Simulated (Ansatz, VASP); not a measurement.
# One calculation of InAs, two programs

File INCAR:

```
PREC     = Accurate       # precision mode
ENCUT    = 520            # plane-wave cutoff, eV
EDIFF    = 1E-6           # SCF threshold, eV
ISMEAR   = 0              # smearing method
SIGMA    = 0.03           # smearing width, eV
LREAL    = F              # projectors in reciprocal space
LASPH    = T              # aspherical terms in the spheres
NELM     = 100            # most SCF steps
ALGO     = Normal         # electronic algorithm
ISIF     = 2              # what is computed and relaxed
LWAVE    = F              # write WAVECAR
LCHARG   = F              # write CHGCAR
GGA      = PE             # functional
NBANDS   = 16             # bands
```

Contents of KPOINTS:

```
regular mesh
0
Gamma
  8 8 8
```

The input POSCAR:

```
InAs
1.0
    0.0000000000      3.0180000000      3.0180000000
    3.0180000000      0.0000000000      3.0180000000
    3.0180000000      3.0180000000      0.0000000000
In As
1 1
Direct
    0.0000000000      0.0000000000      0.0000000000
    0.7500000000      0.7500000000      0.7500000000
```

File input.yaml:

```yaml
crystal:
  lattice:
    - [0.0, 3.018, 3.018]
    - [3.018, 0.0, 3.018]
    - [3.018, 3.018, 0.0]
  atoms:
    - { symbol: In, position: [0.0, 0.0, 0.0] }
    - { symbol: As, position: [0.75, 0.75, 0.75] }
kpoints:
  mp_grid: { grid: [8, 8, 8] }
scf:
  occupations: { method: gaussian, width: 0.03 }
hamiltonian:
  xc: pbe
  pseudopotentials: { kind: all_electron, lapw: { basis_error: 0.001 } }
output:
  forces: true
  stress: true
  eigenvalues: true
```

Alike in both runs: task single point; functional PBE; k mesh 8 × 8 × 8; occupations gaussian, width 0.03 eV; no spin polarisation.

```csv
,VASP,Ansatz
version,VASP 6.6.1,Ansatz 0.2.0
potentials or method,"VASP PAW PBE potentials, release 64 (In_d, As), cutoff 520 eV","all-electron LAPW, scalar-relativistic"
```

```tsv
	VASP	Ansatz	Ansatz less VASP
gap on the k mesh at the Fermi level (eV)	none	none	-
pressure (GPa)	4.4	4.3	-0.05
```

A gap of «none» marks a metal or a gap that the smearing closes. Ansatz ran all-electron here, and VASP with PAW potentials.
